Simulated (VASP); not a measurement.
# SrTiO3 in VASP: a series of runs

SrTiO3 is run at these levels: r2SCAN, PBE; tasks: single point.

Program: VASP 6.6.1. These are calculated values, not measurements. Logs are shortened: lines on timing, memory, paths and dates and some standing lists are left out, and cuts for length are marked.

### 1 The cell of the first run

The structure is cubic, space group Pm-3m (No. 221). Conventional cell: a = 4.077 Å, b = 4.077 Å, c = 4.077 Å, α = 90.00°, β = 90.00°, γ = 90.00°. Within 3.8 Å of Sr (site symmetry m-3m) lie 12 O at 2.88 Å and 8 Ti at 3.53 Å. Within 2.7 Å of Ti (site symmetry m-3m) lie 6 O at 2.04 Å. O (site symmetry 4/mmm) has 2 Ti at 2.04 Å within 2.7 Å.

### 2 Single point, r2SCAN (strain +4.4%)

The input, POSCAR:

```
SrTiO3
1.0
    4.0771902285      0.0000000000      0.0000000000
    0.0000000000      4.0771902285      0.0000000000
    0.0000000000      0.0000000000      4.0771902285
Sr Ti O
1 1 3
Direct
    0.0000000000      0.0000000000      0.0000000000
    0.5000000000      0.5000000000      0.5000000000
    0.5000000000      0.0000000000      0.5000000000
    0.5000000000      0.5000000000      0.0000000000
    0.0000000000      0.5000000000      0.5000000000
```

The input, INCAR.step1:

```
  PREC = Accurate
  ENCUT = 520
  ISMEAR = 0
  SIGMA = 0.01
  LREAL = False
  LASPH = True
  NELM = 60
  NBANDS = 28
  GGA = PE
  ALGO = Normal
  EDIFF = 1E-4
  LWAVE = True
  LCHARG = False
```

The input, INCAR.step2:

```
  PREC = Accurate
  ENCUT = 520
  EDIFF = 1E-6
  ISMEAR = 0
  SIGMA = 0.01
  LREAL = False
  LASPH = True
  NELM = 60
  ALGO = Normal
  ISIF = 2
  LWAVE = False
  LCHARG = True
  METAGGA = R2SCAN
  LMIXTAU = True
  LELF = True
  LVHAR = True
  NBANDS = 28
  ISTART = 1
```

The input, KPOINTS:

```
regular mesh
0
Gamma
  6 6 6
```

Potentials or basis: VASP PAW PBE potentials, release 64 (Sr_sv, Ti_sv, O).

Run with:

```sh
cat potpaw_PBE.64/Sr_sv/POTCAR potpaw_PBE.64/Ti_sv/POTCAR potpaw_PBE.64/O/POTCAR > POTCAR
cp INCAR.step1 INCAR
mpirun -np 1 vasp_std > vasp.out
cp INCAR.step2 INCAR
mpirun -np 1 vasp_std > vasp.out
```

OUTCAR:

```text
PREC = Accurate
   ENCUT = 520
   EDIFF = 1E-6
   ISMEAR = 0
   LREAL = False
   LASPH = True
   NELM = 60
   ISIF = 2
   METAGGA = R2SCAN
   ISTART = 1

 ion  position               nearest neighbor table
   1  0.000  0.000  0.000-   3 2.88   4 2.88   5 2.88   3 2.88   5 2.88   4 2.88   5 2.88   5 2.88
                             3 2.88   4 2.88   3 2.88   4 2.88   2 3.53   2 3.53   2 3.53   2 3.53
   2  0.500  0.500  0.500-   3 2.04   4 2.04   5 2.04   4 2.04   3 2.04   5 2.04   1 3.53   1 3.53
                             1 3.53   1 3.53   1 3.53   1 3.53   1 3.53   1 3.53
   3  0.500  0.000  0.500-   2 2.04   2 2.04   1 2.88   1 2.88   1 2.88   1 2.88
   4  0.500  0.500  0.000-   2 2.04   2 2.04   1 2.88   1 2.88   1 2.88   1 2.88
   5  0.000  0.500  0.500-   2 2.04   2 2.04   1 2.88   1 2.88   1 2.88   1 2.88

  LATTYP: Found a simple cubic cell.
 ALAT       =     4.0771902285

  Lattice vectors:

 A1 = (   4.0771902285,   0.0000000000,   0.0000000000)
 A2 = (   0.0000000000,   4.0771902285,   0.0000000000)
 A3 = (   0.0000000000,   0.0000000000,   4.0771902285)

Analysis of symmetry for initial positions (statically):
=====================================================================
 Subroutine PRICEL returns:
 Original cell was already a primitive cell.

 Routine SETGRP: Setting up the symmetry group for a
 simple cubic supercell.

 Subroutine GETGRP returns: Found 48 space group operations
 (whereof 48 operations were pure point group operations)
 out of a pool of 48 trial point group operations.

The static configuration has the point symmetry O_h .

Analysis of symmetry for dynamics (positions and initial velocities):
=====================================================================
 Subroutine PRICEL returns:
 Original cell was already a primitive cell.

 Routine SETGRP: Setting up the symmetry group for a
 simple cubic supercell.

 Subroutine GETGRP returns: Found 48 space group operations
 (whereof 48 operations were pure point group operations)
 out of a pool of 48 trial point group operations.

The dynamic configuration has the point symmetry O_h .

 Subroutine INISYM returns: Found 48 space group operations
 (whereof 48 operations are pure point group operations),
 and found     1 'primitive' translations

----------------------------------------------------------------------------------------

[... 93 lines left out ...]
   EDIFF  = 0.1E-05   stopping-criterion for ELM
   LREAL  =      F    real-space projection
   EDIFFG = 0.1E-04   stopping-criterion for IOM
   NSW    =      0    number of steps for IOM
   IBRION =     -1    ionic relax: 0-MD 1-quasi-New 2-CG
   NFREE  =      0    steps in history (QN), initial steepest desc. (CG)
   ISIF   =      2    stress and relaxation
   ISYM   =      2    0-nonsym 1-usesym 2-fastsym
   POTIM  = 0.5000    time-step for ionic-motion
   TEBEG  =    0.0;   TEEND  =   0.0 temperature during run
   PSTRESS=    0.0 pullay stress
   NELECT =      40.0000    total number of electrons
   NUPDOWN=      -1.0000    fix difference up-down
   EMIN   =  10.00;   EMAX   =-10.00  energy-range for DOS
   EFERMI =   0.00;   METHOD = LEGACY
   ISMEAR =     0;   SIGMA  =   0.01  broadening in eV -4-tet -1-fermi 0-gaus
   EFERMI_NEDOS =   21; number of points for ismear=-14 and -15
   IALGO  =     38    algorithm
   IMIX   =      4    mixing-type and parameters
     AMIX     =   0.40;   BMIX     =  1.00
     AMIX_MAG =   1.60;   BMIX_MAG =  1.00
  volume/ion in A,a.u.               =      13.56        91.48
  Fermi-wavevector in a.u.,A,eV,Ry     =   1.373200  2.594972 25.656217  1.885679
  Thomas-Fermi vector in A             =   2.498739
   LORBIT       =      0    0 simple, 1 ext, 2 COOP (PROOUT), +10 PAW based schemes
   METAGGA = R2SCAN    functional components
   LHFCALC =     F    Hartree Fock is set to
   AEXX    =    0.0000 exact exchange contribution
   IVDW    =     0    specifies the selected vdW correction
   LEPSILON=     F    determine dielectric tensor
   LRPA    =     F    only Hartree local field effects (RPA)
 non-spin polarized calculation
 Gauss-broadening in eV      SIGMA  =   0.01
  energy-cutoff  :      520.00
  volume of cell :       67.78
 maximum number of plane-waves:      1856
   NGX = 15   NGY = 15   NGZ = 15

 number of electron      39.9999988 magnetization

 Free energy of the ion-electron system (eV)
  ---------------------------------------------------
  ext. energy  EPLUGINS =         0.00000000
  ---------------------------------------------------
  free energy    TOTEN  =       -62.85584049 eV

  energy without entropy =      -62.85584049  energy(sigma->0) =      -62.85584049

 E-fermi :   2.9458     XC(G=0): -11.2106

 val. band max:        2.8520273735   @ k =   0.5000   0.5000   0.5000
 cond. band min:       4.8264861438   @ k =   0.0000   0.0000   0.0000
 fundamental gap:      1.9744587703
 Fermi energy:         2.9457622866

 k-point     1 :       0.0000    0.0000    0.0000
  band No.  band energies     occupation
      1     -56.3994      2.00000
      2     -31.5190      2.00000
      3     -31.5190      2.00000
      4     -31.5190      2.00000
      5     -31.4512      2.00000
      6     -15.1070      2.00000
[... 609 lines left out ...]
     27      10.2294      0.00000
     28      10.2294      0.00000

------------------------ aborting loop because EDIFF is reached ----------------------------------------

  FORCE on cell =-STRESS in cart. coord.  units (eV):
  Direction    XX          YY          ZZ          XY          YZ          ZX
  --------------------------------------------------------------------------------------
  -------------------------------------------------------------------------------------
  Total       -7.4873043     -7.4873043     -7.4873043     -0.0000000      0.0000000     -0.0000000
  in kB     -176.9917997   -176.9917997   -176.9917997     -0.0000000      0.0000000     -0.0000000
  external PRESSURE =    -176.9917997 kB  Pullay stress =       0.0000000 kB

 VOLUME and BASIS-vectors are now :
 -----------------------------------------------------------------------------
  energy-cutoff  :      520.00
  volume of cell :       67.78
      direct lattice vectors                 reciprocal lattice vectors
     4.077190229  0.000000000  0.000000000     0.245266947  0.000000000  0.000000000
     0.000000000  4.077190229  0.000000000     0.000000000  0.245266947  0.000000000
     0.000000000  0.000000000  4.077190229     0.000000000  0.000000000  0.245266947

 POSITION                                       TOTAL-FORCE (eV/Angst)
 -----------------------------------------------------------------------------------
      0.00000      0.00000      0.00000         0.000000      0.000000      0.000000
      2.03860      2.03860      2.03860         0.000000      0.000000      0.000000
      2.03860      0.00000      2.03860         0.000000      0.000000      0.000000
      2.03860      2.03860      0.00000         0.000000      0.000000      0.000000
      0.00000      2.03860      2.03860         0.000000      0.000000      0.000000
 -----------------------------------------------------------------------------------
    total drift:                                0.000000      0.000000     -0.000000

  FREE ENERGIE OF THE ION-ELECTRON SYSTEM (eV)
  ---------------------------------------------------
  free  energy   TOTEN  =       -62.8558404929 eV

  energy  without entropy=      -62.8558404929  energy(sigma->0) =      -62.85584049
```

It took 93 s on 1 thread of AMD EPYC 9R45 (Zen 5), shared host; peak memory 0.16 GiB.

What came out:

* Free energy: -62.8558 eV
* Pressure: -17.7 GPa
* Band gap on the k mesh: 1.97 eV, indirect (least direct gap 2.40 eV)

Caveat: the cell differs from its parent crystal (strain +4.4%); the PAW data sets were made with another functional, which shifts forces and pressure a little. A k mesh can miss the band edges.

### 3 Single point, PBE (uniaxial y strain -3.9%)

The input, INCAR:

```
PREC     = Accurate       # precision mode
ENCUT    = 520            # plane-wave cutoff, eV
EDIFF    = 1E-6           # SCF threshold, eV
ISMEAR   = -1             # smearing method
SIGMA    = 0.02           # smearing width, eV
LREAL    = False          # projectors in reciprocal space
LASPH    = True           # aspherical terms in the spheres
NELM     = 100            # most SCF steps
ALGO     = Normal         # electronic algorithm
ISIF     = 2              # what is computed and relaxed
LWAVE    = False          # write WAVECAR
LCHARG   = True           # write CHGCAR
GGA      = PE             # functional
LELF     = True           # ELF
LVHAR    = True         
NBANDS   = 28             # bands
```

The input, KPOINTS:

```
Automatic mesh
0
Gamma
  6 6 6
```

POSCAR, as its differences from that of step 2:

```diff
@@ -2,5 +2,5 @@
 1.0
-    4.0771902285      0.0000000000      0.0000000000
-    0.0000000000      4.0771902285      0.0000000000
-    0.0000000000      0.0000000000      4.0771902285
+    3.9068515030      0.0000000000      0.0000000000
+    0.0000000000      3.7552656647      0.0000000000
+    0.0000000000      0.0000000000      3.9068515030
 Sr Ti O
```

Potentials or basis: VASP PAW PBE potentials, release 64 (Sr_sv, Ti_sv, O).

Run with:

```sh
cat potpaw_PBE.64/Sr_sv/POTCAR potpaw_PBE.64/Ti_sv/POTCAR potpaw_PBE.64/O/POTCAR > POTCAR
mpirun -np 1 vasp_std > vasp.out
```

Run time: 40 s. Hardware: 1 thread of AMD EPYC 9R45 (Zen 5), shared host; peak memory 0.18 GiB.

Results (log left out):

```yaml
Free_energy: -39.8948 eV
Pressure: 13.5 GPa
Band_gap_on_the_k_mesh: 1.85 eV, indirect (least direct gap 2.17 eV)
```

Stress tensor (GPa, compression positive):
```
 9.43  0.00  0.00
 0.00 21.50  0.00
 0.00  0.00  9.43
```

Levels at points of the mesh, in eV from the valence-band top:
```
           k point  band 17  band 18  band 19  band 20  band 21  band 22  band 23  band 24
(0.00, 0.00, 0.00)    -1.16    -0.37    -0.37    -0.32     1.85     1.93     1.93     4.40
(0.50, 0.00, 0.00)    -2.29    -2.12    -0.72    -0.72     2.10     3.83     3.84     4.64
(0.00, 0.50, 0.00)    -2.51    -2.15    -0.79    -0.79     2.08     4.23     4.23     4.42
(0.50, 0.50, 0.00)    -1.73    -1.56    -1.55    -0.10     3.84     4.24     4.55     5.46
(0.50, 0.00, 0.50)    -1.79    -1.79    -1.65    -0.22     3.85     3.85     4.28     5.91
(0.50, 0.50, 0.50)    -3.64    -0.09     0.00     0.00     4.55     4.79     4.79     6.93
```

Caveat: the cell differs from its parent crystal (uniaxial y strain -3.9%).

(Continued in part 2 of 2.)
